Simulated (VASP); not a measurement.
Write the native input for VASP 6.6.1 that does the following.

| Property | Result |
| --- | --- |
| Task | single point |
| Functional | PBE |
| Potentials or basis | VASP PAW PBE potentials, release 64 (V_sv) |
| Cutoff | 520 eV |
| k mesh | 20 × 20 × 20 |
| Occupations | gaussian, width 0.05 eV |
| Spin | collinear spin, ferromagnetic start |
| Starting moments | [1.0] μB |
| Dipole correction | no |
| Further INCAR settings | ALGO = Fast; EDIFF = 1e-06; NBANDS = 16 |

The structure of V lies in POSCAR:

```
V
1.0
   -1.5143500000      1.5143500000      1.5143500000
    1.5143500000     -1.5143500000      1.5143500000
    1.5143500000      1.5143500000     -1.5143500000
V
1
Direct
    0.0000000000      0.0000000000      0.0000000000
```

One way to write it, as run:

INCAR

```
PREC = Accurate
ENCUT = 520
EDIFF = 1E-6
ISMEAR = 0
SIGMA = 0.05
LREAL = F
LASPH = T
NELM = 150
ALGO = Fast
ISIF = 2
LWAVE = F
LCHARG = T
ISPIN = 2
MAGMOM = 1
LORBIT = 11
LMAXMIX = 4
GGA = PE
LELF = T
LVHAR = T
NBANDS = 16
```

KPOINTS

```
regular mesh
0
Gamma
  20 20 20
```

Potentials or basis: VASP PAW PBE potentials, release 64 (V_sv).

Run with:

```bash
$ cat potpaw_PBE.64/V_sv/POTCAR > POTCAR
$ mpirun -np 1 vasp_std > vasp.out
```

It gave:

```
Pressure                                              : -5.2 GPa
Net moment                                            : 0.00 μB per cell
Valence electrons inside the program's atomic spheres : V 11.60
```

Caveat: the cell stands under tension.

Wall time 110 s on 1 thread of Intel Xeon 8259CL, with other jobs on the host, peak memory 0.2 GiB.
